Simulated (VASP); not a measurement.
Cd4SeS3: single point with PBE

The system is Cd4SeS3.

```
CELL_PARAMETERS angstrom
4.24184 0.00000 0.00000
0.00000 4.24184 0.00000
0.00000 0.00000 11.96146
ATOMIC_POSITIONS crystal
Cd 0.50000 0.00000 0.62161
Cd 0.00000 0.50000 0.86557
Cd 0.50000 0.00000 0.13443
Cd 0.00000 0.50000 0.37839
Se 0.00000 0.00000 0.00000
S 0.50000 0.50000 0.25656
S 0.00000 0.00000 0.50000
S 0.50000 0.50000 0.74344
```

| Quantity | Value |
| --- | --- |
| Program | VASP 6.6.1 |
| Task | single point |
| Functional | PBE |
| Potentials or basis | VASP PAW PBE potentials, release 64 (Cd, Se, S) |
| Cutoff | 520 eV |
| k mesh | 4 × 4 × 1 |
| Occupations | gaussian, width 0.1 eV |
| Spin | no spin polarisation |
| Dipole correction | no |
| Further INCAR settings | ALGO = Normal; EDIFF = 1e-06; NBANDS = 46 |

```json
{"Pressure": "0.3 GPa", "Band gap on the k mesh": "0.84 eV"}
```

Stress tensor (GPa, compression positive):
```
0.36 0.00 0.00
0.00 0.36 0.00
0.00 0.00 0.26
```

Levels at points of the mesh, in eV from the valence-band top:
```
           k point  band 33  band 34  band 35  band 36  band 37  band 38  band 39  band 40
(0.00, 0.00, 0.00)    -0.86    -0.06     0.00     0.00     0.84     3.32     3.35     3.48
(0.50, 0.00, 0.00)    -0.88    -0.75    -0.71    -0.33     2.67     2.76     3.89     3.96
(0.50, 0.50, 0.00)    -1.84    -1.74    -1.74    -1.63     3.36     3.57     4.07     4.07
```

Run time: 33 s on 1 thread of Intel(R) Xeon(R) 6975P-C (Granite Rapids), with other jobs on the host, peak memory 0.3 GiB.

Caveat: the k points lie up to 0.53 Å⁻¹ apart.
